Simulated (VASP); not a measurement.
# Al (a cell with a defect) in VASP: notebook, part 2 of 2

VASP 6.6.1.

## (4) Single point, r2SCAN

Contents of POSCAR:

```
Al
1.0
    8.1000000000      0.0000000000      0.0000000000
    0.0000000000      8.1000000000      0.0000000000
    0.0000000000      0.0000000000      8.1000000000
Al
31
Direct
    0.5037101484      0.0004163355      0.0015701613
    0.7509091340      0.2529104143      0.0013184122
    0.7508833182      0.0005584736      0.2487949115
   -0.0018335655      0.0003582236      0.0015843246
    0.2509339440      0.2532839417      0.0016342323
    0.5032866973      0.5005191506      0.0013093339
    0.7509628967      0.7478988235      0.0013338078
    0.2508460829      0.0004406604      0.2486230892
    0.5033053413      0.2529519746      0.2488194892
    0.7508876982      0.5004554766      0.2488622006
    0.5036794568      0.0005072903      0.4960166175
    0.7509017535      0.2529745212      0.4964050606
    0.7510656554      0.0004128028      0.7487888476
   -0.0016704551      0.5005030950      0.0013828705
    0.2508369459      0.7476734930      0.0014696194
   -0.0017163033      0.2529130900      0.2487250372
    0.2509065198      0.5004656273      0.2487622749
    0.5033217848      0.7479621674      0.2487645644
   -0.0017962403      0.0004469130      0.4960532273
    0.2508341092      0.2533191278      0.4959723197
    0.5033715197      0.5005387950      0.4964001551
    0.7508932228      0.7480223147      0.4963563687
    0.5035884373      0.2531890318      0.7488041186
    0.7508639672      0.5005527165      0.7488872014
   -0.0017293227      0.7479950888      0.2487132386
   -0.0016779847      0.5005266138      0.4964017476
    0.2508215836      0.7476822680      0.4959348574
   -0.0019967608      0.2533942997      0.7487546581
    0.2508726079      0.5004407923      0.7487287016
    0.5036315684      0.7476796286      0.7488065083
   -0.0017747610      0.7477074486      0.7487487430
```

Contents of INCAR.step1:

```
SYSTEM = Al
ALGO     = Normal         ! electronic algorithm
EDIFF    = 1E-4           ! SCF threshold, eV
ENCUT    = 520            ! plane-wave cutoff, eV
GGA      = PE             ! functional
ISMEAR   = 0              ! smearing method
LASPH    = .True.         ! aspherical terms in the spheres
LCHARG   = .False.        ! write CHGCAR
LREAL    = Auto         
LWAVE    = .True.         ! write WAVECAR
NBANDS   = 68             ! bands
NELM     = 80             ! most SCF steps
PREC     = Accurate       ! precision mode
SIGMA    = 0.15           ! smearing width, eV
```

Contents of INCAR.step2:

```
SYSTEM = Al
ALGO     = Normal         ! electronic algorithm
EDIFF    = 1E-7           ! SCF threshold, eV
ENCUT    = 520            ! plane-wave cutoff, eV
ISIF     = 2              ! what is computed and relaxed
ISMEAR   = 0              ! smearing method
ISTART   = 1            
LASPH    = .True.         ! aspherical terms in the spheres
LCHARG   = .False.        ! write CHGCAR
LMIXTAU  = .True.       
LREAL    = Auto         
LWAVE    = .False.        ! write WAVECAR
METAGGA  = R2SCAN         ! meta-GGA
NBANDS   = 68             ! bands
NELM     = 80             ! most SCF steps
PREC     = Accurate       ! precision mode
SIGMA    = 0.15           ! smearing width, eV
```

Contents of KPOINTS:

```
k-points
0
Gamma
  2 2 2
  0 0 0
```

Potentials or basis: VASP PAW PBE potentials, release 64 (Al).

On the command line:

```console
$ cat potpaw_PBE.64/Al/POTCAR > POTCAR
$ cp INCAR.step1 INCAR
$ mpirun -np 1 vasp_std > vasp.out
$ cp INCAR.step2 INCAR
$ mpirun -np 1 vasp_std > vasp.out
```

OUTCAR:

```text
SYSTEM = Al
   EDIFF = 1E-7
   ENCUT = 520
   ISIF = 2
   ISMEAR = 0
   ISTART = 1
   LASPH = .True.
   LREAL = Auto
   METAGGA = R2SCAN
   NELM = 80
   PREC = Accurate

 ion  position               nearest neighbor table
   1  0.504  0.000  0.002-   3 2.83  18 2.86   2 2.86   7 2.86   9 2.86   8 2.86  13 2.86  30 2.90
                            23 2.90  15 2.90   5 2.90
   2  0.751  0.253  0.001-  16 2.83  14 2.84  10 2.84   9 2.84   6 2.84  28 2.86   1 2.86   4 2.86
                             3 2.86  23 2.86  24 2.86  13 2.89
   3  0.751  0.001  0.249-   1 2.83  11 2.83   4 2.83  19 2.83  16 2.86   2 2.86  25 2.86   9 2.86
                            12 2.86  22 2.86   7 2.86  18 2.86
   4  0.998  0.000  0.002-   3 2.83  25 2.86   7 2.86  16 2.86   8 2.86   2 2.86  13 2.86  15 2.89
                            31 2.90   5 2.90  28 2.90
   5  0.251  0.253  0.002-  17 2.83   9 2.86   6 2.86  16 2.86  14 2.86   8 2.86  29 2.86  23 2.90
                             1 2.90   4 2.90  28 2.90
   6  0.503  0.501  0.001-  18 2.83   7 2.84   9 2.84  10 2.84   2 2.84   5 2.86  15 2.86  30 2.86
                            17 2.86  23 2.86  24 2.86  29 2.89
   7  0.751  0.748  0.001-  25 2.83  14 2.83  10 2.83   6 2.84  18 2.84   4 2.86   1 2.86  24 2.86
                            31 2.86  30 2.86   3 2.86  13 2.89
   8  0.251  0.000  0.249-   4 2.86   5 2.86   1 2.86  15 2.86  19 2.86  27 2.86  11 2.87  20 2.87
                            18 2.89   9 2.89  25 2.89  16 2.89
   9  0.503  0.253  0.249-   6 2.84  10 2.84   2 2.84  21 2.84  12 2.84   5 2.86  20 2.86  11 2.86
[... 31 lines left out ...]
  25  0.998  0.748  0.249-   7 2.83  14 2.83  10 2.83  22 2.84  26 2.84   4 2.86  27 2.86  19 2.86
                            15 2.86   3 2.86  17 2.86   8 2.89
  26  0.998  0.501  0.496-  22 2.83  12 2.83  10 2.83  25 2.84  16 2.84  28 2.86  31 2.86  27 2.86
                            20 2.86  24 2.86  17 2.87  29 2.89
  27  0.251  0.748  0.496-  17 2.83  26 2.86  18 2.86  21 2.86  25 2.86  29 2.86   8 2.86  19 2.89
                            31 2.89  30 2.90  11 2.90
  28  0.998  0.253  0.749-  24 2.83  12 2.86  26 2.86   2 2.86  14 2.86  29 2.86  13 2.86  20 2.90
                            19 2.90   5 2.90   4 2.90
  29  0.251  0.500  0.749-  20 2.86  31 2.86  28 2.86  23 2.86  15 2.86  30 2.86  27 2.86   5 2.86
                            21 2.89  26 2.89   6 2.89  14 2.89
  30  0.504  0.748  0.749-  24 2.83  21 2.86   6 2.86  22 2.86   7 2.86  29 2.86  13 2.86  15 2.90
                             1 2.90  11 2.90  27 2.90
  31  0.998  0.748  0.749-  24 2.83  26 2.86  22 2.86  14 2.86   7 2.86  13 2.86  29 2.86  15 2.89
[... 213 lines left out ...]
 maximum number of plane-waves:     14400
   NGX = 31   NGY = 31   NGZ = 31

 number of electron      93.0000000 magnetization

 Free energy of the ion-electron system (eV)
  ---------------------------------------------------
  ext. energy  EPLUGINS =         0.00000000
  ---------------------------------------------------
  free energy    TOTEN  =      -207.14718939 eV

  energy without entropy =     -206.87144653  energy(sigma->0) =     -207.00931796

 E-fermi :   7.2768     XC(G=0): -10.7058

 val. band max:        7.2743915430   @ k =   0.5000   0.5000   0.5000
 cond. band min:       7.3295516890   @ k =   0.5000   0.5000   0.0000
 fundamental gap:      0.0551601460
 Fermi energy:         7.2768350007

 k-point     1 :       0.0000    0.0000    0.0000
  band No.  band energies     occupation
      1      -4.0775      2.00000
      2      -1.8024      2.00000
      3      -1.8019      2.00000
      4      -1.7319      2.00000
      5      -1.7313      2.00000
      6      -1.7310      2.00000
[... 477 lines left out ...]
     57      11.2385      0.00000
     58      11.3172      0.00000
 [bands above 58 left out]

------------------------ aborting loop because EDIFF is reached ----------------------------------------

  FORCE on cell =-STRESS in cart. coord.  units (eV):
  Direction    XX          YY          ZZ          XY          YZ          ZX
  --------------------------------------------------------------------------------------
  -------------------------------------------------------------------------------------
  Total      -13.9252368    -13.9333989    -13.9115698      0.0030776     -0.0100333      0.0020393
  in kB      -41.9815158    -42.0061228    -41.9403127      0.0092783     -0.0302482      0.0061481
  external PRESSURE =     -41.9759838 kB  Pullay stress =       0.0000000 kB

 VOLUME and BASIS-vectors are now :
 -----------------------------------------------------------------------------
  energy-cutoff  :      520.00
  volume of cell :      531.44
      direct lattice vectors                 reciprocal lattice vectors
     8.100000000  0.000000000  0.000000000     0.123456790  0.000000000  0.000000000
     0.000000000  8.100000000  0.000000000     0.000000000  0.123456790  0.000000000
     0.000000000  0.000000000  8.100000000     0.000000000  0.000000000  0.123456790

 POSITION                                       TOTAL-FORCE (eV/Angst)
 -----------------------------------------------------------------------------------
      4.08005      0.00337      0.01272         0.004766      0.000514      0.003159
      6.08236      2.04857      0.01068        -0.001495      0.004714      0.002481
      6.08215      0.00452      2.01524         0.003708     -0.000955     -0.002838
      8.08515      0.00290      0.01283        -0.007728      0.003801      0.004711
      2.03256      2.05160      0.01324        -0.001782      0.003725      0.002552
      4.07662      4.05421      0.01061         0.005507     -0.001067      0.001616
[... 23 lines left out ...]
      4.07942      6.05620      6.06533         0.004037     -0.004514      0.002190
      8.08562      6.05643      6.06486        -0.007082     -0.006639      0.000478
 -----------------------------------------------------------------------------------
    total drift:                                0.029706      0.009058     -0.035297

  FREE ENERGIE OF THE ION-ELECTRON SYSTEM (eV)
  ---------------------------------------------------
  free  energy   TOTEN  =      -207.1471893944 eV

  energy  without entropy=     -206.8714465303  energy(sigma->0) =     -207.00931796
```

It took 43 min on 1 thread of AMD EPYC 7R13, shared host; peak memory 0.59 GiB.

Results:

- Free energy: -207.1472 eV
- Pressure: -4.2 GPa
- Largest force: 0.010 eV/Å
- Band gap on the k mesh: zero (an odd number of electrons rules out a gap without spin polarisation)

Forces on the atoms (eV/Å):
```
Al   0.005  0.001  0.003
Al  -0.001  0.005  0.002
Al   0.004 -0.001 -0.003
Al  -0.008  0.004  0.005
Al  -0.002  0.004  0.003
Al   0.006 -0.001  0.002
Al  -0.002 -0.001  0.003
Al   0.004  0.002  0.001
Al   0.003  0.003  0.001
Al   0.001  0.002 -0.005
Al   0.000 -0.001 -0.002
Al  -0.002  0.002 -0.002
Al  -0.001  0.003 -0.002
Al  -0.002  0.000  0.001
Al   0.002 -0.006  0.008
Al  -0.001  0.003  0.003
Al   0.001  0.004 -0.003
Al   0.003 -0.002  0.001
Al  -0.008  0.000 -0.006
Al  -0.001  0.001 -0.002
Al   0.000 -0.003 -0.002
Al  -0.001 -0.003 -0.001
Al   0.005  0.004  0.002
Al   0.003  0.000 -0.006
Al   0.001 -0.006  0.003
Al  -0.002 -0.001 -0.006
Al  -0.001 -0.005 -0.003
Al  -0.003  0.002  0.004
Al   0.003  0.002 -0.001
Al   0.004 -0.005  0.002
Al  -0.007 -0.007  0.000
```

Caveat: the k points lie up to 0.39 Å⁻¹ apart, too coarse for converged energies and pressures of a metal; the PAW data sets were made with another functional, which shifts forces and pressure a little.
